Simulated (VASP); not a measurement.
Set up this calculation in VASP 6.6.1, as the native input.

| Quantity | Value |
| --- | --- |
| Task | single point |
| Functional | r2SCAN |
| Potentials or basis | VASP PAW PBE potentials, release 64 (Ti_sv, Ni) |
| Cutoff | 520 eV |
| k mesh | 14 × 14 × 14 |
| Occupations | gaussian, width 0.1 eV |
| Spin | no spin polarisation |
| Dipole correction | no |
| Further INCAR settings | ALGO = Normal; EDIFF = 1e-07; NBANDS = 18 |

TiNi:

```xyz
2
Lattice="2.9886 0.0000 0.0000 0.0000 2.9886 0.0000 0.0000 0.0000 2.9886" Properties=species:S:1:pos:R:3 pbc="T T T"
Ti    1.4943    1.4943    1.4943
Ni    0.0000    0.0000    0.0000
```

One way to write it, as run:

POSCAR

```
TiNi
1.0
    2.9885840077      0.0000000000      0.0000000000
    0.0000000000      2.9885840077      0.0000000000
    0.0000000000      0.0000000000      2.9885840077
Ti Ni
1 1
Direct
    0.5000000000      0.5000000000      0.5000000000
    0.0000000000      0.0000000000      0.0000000000
```

INCAR.step1

```
SYSTEM = TiNi
ALGO = Normal ; EDIFF = 1E-4
ENCUT = 520 ; GGA = PE
ISMEAR = 0 ; LASPH = .True.
LCHARG = .False. ; LREAL = .False.
LWAVE = .True. ; NBANDS = 18
NELM = 60 ; PREC = Accurate
SIGMA = 0.1
```

INCAR.step2

```
SYSTEM = TiNi
ALGO = Normal ; EDIFF = 1E-7
ENCUT = 520 ; ISIF = 2
ISMEAR = 0 ; ISTART = 1
LASPH = .True. ; LCHARG = .False.
LMIXTAU = .True. ; LREAL = .False.
LWAVE = .False. ; METAGGA = R2SCAN
NBANDS = 18 ; NELM = 60
PREC = Accurate ; SIGMA = 0.1
```

KPOINTS

```
k-points
0
Gamma
  14 14 14
  0 0 0
```

Potentials or basis: VASP PAW PBE potentials, release 64 (Ti_sv, Ni).

Command:

```sh
$ cat potpaw_PBE.64/Ti_sv/POTCAR potpaw_PBE.64/Ni/POTCAR > POTCAR
$ cp INCAR.step1 INCAR
$ mpirun -np 1 vasp_std > vasp.out
$ cp INCAR.step2 INCAR
$ mpirun -np 1 vasp_std > vasp.out
```

It gave:

```yaml
Pressure: 0.5 GPa
Band_gap_on_the_k_mesh: zero (band 11 reaches 10.12 eV, above the bottom of band 12 at 8.28 eV)
```

Caveat: the PAW data sets were made with another functional, which shifts forces and pressure a little.

Run time: 94 s on 1 thread of Intel(R) Xeon(R) Platinum 8488C (Sapphire Rapids), on a shared host, peak memory 0.19 GiB.
